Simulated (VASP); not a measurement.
Here is a VASP 6.6.1 calculation.

Contents of POSCAR:

```
Al
1.0
    0.0000000000      2.0248050000      2.0248050000
    2.0248050000      0.0000000000      2.0248050000
    2.0248050000      2.0248050000      0.0000000000
Al
1
Direct
    0.0000000000      0.0000000000      0.0000000000
```

Contents of INCAR.step1:

```
  PREC = Accurate
  ENCUT = 520
  ISMEAR = -1
  SIGMA = 0.05
  LREAL = False
  LASPH = True
  NELM = 100
  NBANDS = 8
  GGA = PE
  ALGO = Normal
  EDIFF = 1E-4
  LWAVE = True
  LCHARG = False
```

File INCAR.step2:

```
  PREC = Accurate
  ENCUT = 520
  EDIFF = 1E-7
  ISMEAR = -1
  SIGMA = 0.05
  LREAL = False
  LASPH = True
  NELM = 100
  ALGO = Normal
  ISIF = 2
  LWAVE = False
  LCHARG = False
  METAGGA = R2SCAN
  LMIXTAU = True
  NBANDS = 8
  ISTART = 1
```

Contents of KPOINTS:

```
Automatic mesh
0
Gamma
  6 6 6
```

Potentials or basis: VASP PAW PBE potentials, release 64 (Al).

The run is started by

```sh
$ cat potpaw_PBE.64/Al/POTCAR > POTCAR
$ cp INCAR.step1 INCAR
$ mpirun -np 1 vasp_std > vasp.out
$ cp INCAR.step2 INCAR
$ mpirun -np 1 vasp_std > vasp.out
```

Task: Predict the pressure.

Result: -3.3 GPa.

Caveat: the k points lie up to 0.45 Å⁻¹ apart; the PAW data sets were made with another functional, which shifts forces and pressure a little.
